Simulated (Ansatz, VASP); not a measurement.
# MgO in VASP and in Ansatz

The input INCAR:

```
PREC = Accurate
ENCUT = 840
EDIFF = 1E-6
ISMEAR = 0
SIGMA = 0.01
LREAL = False
LASPH = True
NELM = 120
ALGO = Normal
ISIF = 2
LWAVE = False
LCHARG = True
LELF = True
LVHAR = True
NBANDS = 15
GGA_COMPAT = False
```

Contents of KPOINTS:

```
Automatic mesh
0
Gamma
  7 7 6
```

File POSCAR:

```
MgO
1.0
    2.9380200000      0.0000000000      0.0000000000
   -1.4690100000      2.5444000000      0.0000000000
    0.0000000000      0.0000000000      2.6796800000
Mg O
1 1
Direct
    0.0000000000      0.0000000000      0.0000000000
    0.3333333333      0.6666666667      0.5000000000
```

Input for Ansatz:

```yaml
crystal:
  lattice:
    - [2.93802, 0.0, 0.0]
    - [-1.46901, 2.5444, 0.0]
    - [0.0, 0.0, 2.67968]
  atoms:
    - { symbol: Mg, position: [0.0, 0.0, 0.0] }
    - { symbol: O, position: [0.3333333333333333, 0.6666666666666666, 0.5] }
accuracy: medium
basis:
  ecutwfc: 500.0
kpoints:
  mp_grid:
    grid: [7, 7, 6]
hamiltonian:
  xc: lda
scf:
  max_iter: 200
  convergence:
    dr2_threshold: 1.0e-06
  occupations:
    method: fixed
output:
  stress: true
```

Alike in both runs: task single point; functional LDA; k mesh 7 × 7 × 6; no spin polarisation.

```csv
,VASP,Ansatz
version,VASP 6.6.1,Ansatz 0.2.0
potentials or method,"VASP PAW LDA potentials, release 64 (Mg_sv, O), cutoff 840 eV","plane waves, PAW"
occupations,"gaussian, width 0.01 eV",fixed
valence electrons in the cell,16,16
```

|  | VASP | Ansatz | Ansatz less VASP |
| --- | --- | --- | --- |
| pressure (GPa) | -9.0 | -9.3 | -0.30 |
| traceless stress, the component that is largest in VASP (GPa) | -0.73 | -0.86 | -0.130 |

LDA's correlation is that of Perdew and Zunger in VASP and of Perdew and Wang (1992) in Ansatz. Ansatz's warnings: stress scf threshold loose.
